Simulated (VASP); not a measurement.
Wanted: the native input for a VASP 6.6.1 run.

```yaml
Task: single point
Functional: PBEsol
Potentials_or_basis: VASP PAW PBE potentials, release 64 (Pb_d)
Cutoff: 520 eV
k_mesh: 16 × 16 × 16
Occupations: gaussian, width 0.15 eV
Spin: no spin polarisation
Dipole_correction: no
Further_INCAR_settings: ALGO = Fast; EDIFF = 1e-06; NBANDS = 13
```

The structure of Pb lies in POSCAR:

```
Pb
1.0
    0.0000000000      2.6673840000      2.3710080000
    2.6673840000      0.0000000000      2.3710080000
    2.6673840000      2.6673840000      0.0000000000
Pb
1
Direct
    0.0000000000      0.0000000000      0.0000000000
```

This cell differs from its parent crystal: strain +0.080 along x and y, -0.040 along z.

These files were run (other wordings do the same):

INCAR

```
PREC = Accurate
ENCUT = 520
EDIFF = 1E-6
ISMEAR = 0
SIGMA = 0.15
LREAL = False
LASPH = True
NELM = 100
ALGO = Fast
ISIF = 2
LWAVE = False
LCHARG = True
GGA = PS
LELF = True
LVHAR = True
NBANDS = 13
```

KPOINTS

```
regular mesh
0
Gamma
  16 16 16
```

Potentials or basis: VASP PAW PBE potentials, release 64 (Pb_d).

Command:

```sh
$ cat potpaw_PBE.64/Pb_d/POTCAR > POTCAR
$ mpirun -np 1 vasp_std > vasp.out
```

It gave:

The pressure is -4.2 GPa and the band gap on the k mesh is zero (bands 7 and 8 overlap by 8.10 eV).

Caveat: the cell differs from its parent crystal (strain +0.080 along x and y, -0.040 along z); the cell stands under tension; the PAW data sets were made with another functional, which shifts forces and pressure a little; spin-orbit coupling is left out, which moves the levels of the heavy elements.

Wall time 62 s on 1 thread of Intel(R) Xeon(R) 6975P-C (Granite Rapids), with other jobs on the host, peak memory 0.26 GiB.
